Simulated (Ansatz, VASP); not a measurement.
**ScAl3N4 in VASP and in Ansatz**

Contents of INCAR:

```
ALGO     = Normal         # electronic algorithm
EDIFF    = 1E-7           # SCF threshold, eV
ENCUT    = 520            # plane-wave cutoff, eV
GGA      = PS             # functional
ISIF     = 2              # what is computed and relaxed
ISMEAR   = 0              # smearing method
LASPH    = True           # aspherical terms in the spheres
LCHARG   = False          # write CHGCAR
LREAL    = False          # projectors in reciprocal space
LWAVE    = False          # write WAVECAR
NBANDS   = 30             # bands
NELM     = 80             # most SCF steps
PREC     = Accurate       # precision mode
SIGMA    = 0.01           # smearing width, eV
```

The input KPOINTS:

```
k-points
0
Gamma
  8 6 8
```

Contents of POSCAR:

```
ScAl3N4
1.0
   -3.2086112703      0.0000000000      0.0000000000
    0.0000000000      5.6037654075     -0.0022277261
    1.6043056351     -2.7998636570     -5.0387091941
Sc Al N
1 3 4
Direct
    0.0236072974      0.3562075493      0.0472145949
    0.5221148856      0.8562260545      0.0442297712
    0.7730767448      0.4388617389      0.5461534896
    0.2711623084      0.9388821974      0.5423246169
    0.7847339244      0.1173761381      0.5694678489
    0.2860066873      0.6202555850      0.5720133746
    0.5389681882      0.2004246017      0.0779363765
    0.0363299637      0.7077661350      0.0726599275
```

Input for Ansatz:

```yaml
crystal:
  lattice:
    - [-3.2086112703, 0.0, 0.0]
    - [0.0, 5.6037654075, -0.0022277261]
    - [1.6043056351, -2.799863657, -5.0387091941]
  atoms:
    - { symbol: Sc, position: [0.0236072974, 0.3562075493, 0.0472145949] }
    - { symbol: Al, position: [0.5221148856, 0.8562260545, 0.0442297712] }
    - { symbol: Al, position: [0.7730767448, 0.4388617389, 0.5461534896] }
    - { symbol: Al, position: [0.2711623084, 0.9388821974, 0.5423246169] }
    - { symbol: "N", position: [0.7847339244, 0.1173761381, 0.5694678489] }
    - { symbol: "N", position: [0.2860066873, 0.620255585, 0.5720133746] }
    - { symbol: "N", position: [0.5389681882, 0.2004246017, 0.0779363765] }
    - { symbol: "N", position: [0.0363299637, 0.707766135, 0.0726599275] }
basis:
  ecutwfc: 420
  xc_grid: 2
kpoints:
  mp_grid: { grid: [8, 6, 8] }
hamiltonian:
  xc: pbesol
  pseudopotentials: { kind: paw, azcp: { folder: soft_1 } }
scf:
  occupations: { method: fixed }
output:
  forces: true
  stress: true
  eigenvalues: true
  polarization: {}
```

Change from the starting cell: polar distortion scaled by 0.25.

Alike in both runs: task single point; functional PBEsol; k mesh 8 × 6 × 8; no spin polarisation.

|  | VASP | Ansatz |
| --- | --- | --- |
| version | VASP 6.6.1 | Ansatz 0.2.0 |
| potentials or method | VASP PAW PBE potentials, release 64 (Sc_sv, Al, N), cutoff 520 eV | scalar-relativistic, plane waves, PAW |
| occupations | gaussian, width 0.01 eV | fixed |
| valence electrons in the cell | 40 | 40 |

|  | VASP | Ansatz | Ansatz less VASP |
| --- | --- | --- | --- |
| gap on the k mesh at the Fermi level (eV) | 2.25 | 2.24 | -0.009 |
| least direct gap on the mesh (eV) | 2.25 | 2.24 | -0.009 |
| pressure (GPa) | 6.4 | 6.0 | -0.41 |
| traceless stress, the component that is largest in VASP (GPa) | -20.96 | -20.56 | +0.401 |
| rms of the force components (eV/Å) | 1.014 | 0.984 | -0.0299 |

VASP's potentials were made for PBE, not for PBEsol, and Ansatz warns of the same on its side. Atom by atom the forces differ by 0.032 eV/Å (rms over components).
